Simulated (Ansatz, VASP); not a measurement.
**One calculation of CdTe, two programs**

Contents of POSCAR:

```
CdTe
1.0
    0.0000000000      3.2799012430      3.2799012430
    3.2799012430      0.0000000000      3.2799012430
    3.2799012430      3.2799012430      0.0000000000
Cd Te
1 1
Direct
    0.0000000000      0.0000000000      0.0000000000
    0.2500000000      0.2500000000      0.2500000000
```

The input INCAR.step1:

```
ALGO = Normal
EDIFF = 1E-5
ENCUT = 520
GGA = PE
ISIF = 2
ISMEAR = 0
LASPH = True
LCHARG = False
LREAL = False
LWAVE = True
NBANDS = 16
NELM = 100
PREC = Accurate
SIGMA = 0.01
```

The input INCAR.step2:

```
ALGO = Normal
EDIFF = 1E-6
ENCUT = 520
GGA = PE
HFSCREEN = 0.2079
ISIF = 2
ISMEAR = 0
ISTART = 1
LASPH = True
LCHARG = False
LHFCALC = True
LREAL = False
LWAVE = False
NBANDS = 16
NELM = 100
PREC = Accurate
PRECFOCK = Normal
SIGMA = 0.01
```

The input KPOINTS:

```
k-points
0
Gamma
  4 4 4
```

Input for Ansatz:

```yaml
crystal:
  lattice:
    - [0.0, 3.279901243, 3.279901243]
    - [3.279901243, 0.0, 3.279901243]
    - [3.279901243, 3.279901243, 0.0]
  atoms:
    - { symbol: Cd, position: [0.0, 0.0, 0.0] }
    - { symbol: Te, position: [0.25, 0.25, 0.25] }
kpoints:
  mp_grid: { grid: [4, 4, 4] }
hamiltonian:
  xc: hse06
scf:
  occupations: { method: fixed }
  n_extra_bands: 4
output:
  forces: true
  stress: true
  eigenvalues: true
```

Alike in both runs: task single point; functional HSE06; k mesh 4 × 4 × 4; no spin polarisation.

```csv
,VASP,Ansatz
version,VASP 6.6.1,Ansatz 0.2.0
potentials or method,"VASP PAW PBE potentials, release 64 (Cd, Te)","plane waves, PAW"
plane-wave cutoff (eV),520,420
occupations,"gaussian, width 0.01 eV",fixed
valence electrons in the cell,18,36
```

|  | VASP | Ansatz | Ansatz less VASP |
| --- | --- | --- | --- |
| gap on the k mesh at the Fermi level (eV) | 1.44 | 1.53 | +0.083 |
| pressure (GPa) | 0.2 | 0.2 | +0.03 |

VASP's potentials hold 18 valence electrons a cell and Ansatz's 36, so a difference there can come from the potentials and not from the codes. Ansatz's warnings: stress exchange threshold loose, stress scf threshold loose.

Spin-orbit coupling is off throughout.
